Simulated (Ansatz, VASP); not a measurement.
# Two plane-wave programs on C

INCAR

```
PREC = Accurate
ENCUT = 520
EDIFF = 1E-6
ISMEAR = 0
SIGMA = 0.05
LREAL = F
LASPH = T
NELM = 80
ALGO = Normal
ISIF = 2
LWAVE = F
LCHARG = T
GGA = CA
LELF = T
LVHAR = T
NBANDS = 26
```

Contents of KPOINTS:

```
Automatic mesh
0
Gamma
  6 6 6
```

File POSCAR:

```
C
1.0
    2.4560526930     -1.4180026834      3.3470108394
    0.0000000000      2.8360053668      3.3470108394
   -2.4560526930     -1.4180026834      3.3470108394
C
8
Direct
    0.1410539653      0.1714004767      0.1488538426
    0.6611280854      0.1534124699      0.6851123317
    0.1660731200      0.6714864367      0.6601884659
    0.6670137121      0.6555249901      0.1687447888
    0.8240747032      0.8499917210      0.8365920078
    0.3355264006      0.8359802208      0.3525027518
    0.8656925056      0.3073783688      0.3159318682
    0.3394375077      0.3548253161      0.8320739431
```

Input for Ansatz:

```yaml
crystal:
  lattice:
    - [2.456052693, -1.4180026834, 3.3470108394]
    - [0.0, 2.8360053668, 3.3470108394]
    - [-2.456052693, -1.4180026834, 3.3470108394]
  atoms:
    - { symbol: C, position: [0.1410539653, 0.1714004767, 0.1488538426] }
    - { symbol: C, position: [0.6611280854, 0.1534124699, 0.6851123317] }
    - { symbol: C, position: [0.16607312, 0.6714864367, 0.6601884659] }
    - { symbol: C, position: [0.6670137121, 0.6555249901, 0.1687447888] }
    - { symbol: C, position: [0.8240747032, 0.849991721, 0.8365920078] }
    - { symbol: C, position: [0.3355264006, 0.8359802208, 0.3525027518] }
    - { symbol: C, position: [0.8656925056, 0.3073783688, 0.3159318682] }
    - { symbol: C, position: [0.3394375077, 0.3548253161, 0.8320739431] }
basis:
  ecutwfc: 420
kpoints:
  mp_grid: { grid: [6, 6, 6] }
hamiltonian:
  xc: lda
scf:
  occupations: { method: gaussian, width: 0.05 }
output:
  forces: true
  stress: true
  eigenvalues: true
```

Change from the starting cell: all atoms moved at random (sigma 0.06 Å a component).

Alike in both runs: task single point; functional LDA; k mesh 6 × 6 × 6; occupations gaussian, width 0.05 eV; no spin polarisation.

|  | VASP | Ansatz |
| --- | --- | --- |
| version | VASP 6.6.1 | Ansatz 0.2.0 |
| potentials or method | VASP PAW LDA potentials, release 64 (C), cutoff 520 eV | scalar-relativistic, plane waves, PAW |
| valence electrons in the cell | 32 | 32 |

```tsv
	VASP	Ansatz	Ansatz less VASP
gap on the k mesh at the Fermi level (eV)	0.37	0.37	-0.001
least direct gap on the mesh (eV)	0.37	0.37	-0.001
pressure (GPa)	4.9	4.2	-0.74
traceless stress, the component that is largest in VASP (GPa)	-7.38	-6.52	+0.861
rms of the force components (eV/Å)	4.705	4.696	-0.0092
```

LDA's correlation is that of Perdew and Zunger in VASP and of Perdew and Wang (1992) in Ansatz. Atom by atom the forces differ by 0.014 eV/Å (rms over components).
